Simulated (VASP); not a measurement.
Runs of VASP 6.6.1 on Zr2B3. The structure is that of space group P6/mmm (No. 191), or close to it. The cells are those of the table. 

| task | spin | cell | k mesh | cutoff (eV) | gap on the mesh (eV) | pressure (GPa) | largest force (eV/Å) |
| --- | --- | --- | --- | --- | --- | --- | --- |
| single point | off | a = 3.571, b = 3.571, c = 6.587 Å, angles 90.0, 90.0, 120.0°, 5 atoms | 6 × 6 × 4 | 520 | none | 0.4 | - |
| single point | off | a = 3.307, b = 3.307, c = 6.258 Å, angles 90.0, 90.0, 120.0°, 5 atoms | 6 × 6 × 4 | 520 | none | 130.3 | 24.44 |
| relaxation of cell and atoms | off | relaxed from a = 3.307, b = 3.307, c = 6.258 Å, angles 90.0, 90.0, 120.0°, 5 atoms | 6 × 6 × 4 | 600 | none | 0.1 | 0.03 |
| single point | collinear, ferromagnetic start | a = 3.571, b = 3.571, c = 6.587 Å, angles 90.0, 90.0, 120.0°, 5 atoms | 6 × 6 × 4 | 520 | none | 0.4 | - |
| single point | off | a = 3.586, b = 3.586, c = 6.574 Å, angles 90.0, 90.0, 120.0°, 5 atoms | 12 × 12 × 6 | 520 | none | (a) | 0.02 |

Alike in all rows: level PBE; potentials or basis VASP PAW PBE potentials, release 64 (Zr_sv, B); smearing gaussian 0.1 eV.

Question: Fill in the values left out.

Answer: (a) 0.0.

Caveats: some runs use coarse meshes; forces of over 1 eV/Å act on the atoms, so gaps and moduli don't describe the material at rest (some runs).

A k mesh can miss the band edges, and the runs leave out spin-orbit coupling on Zr.

A gap of «none» marks levels without a gap at the run's occupations.
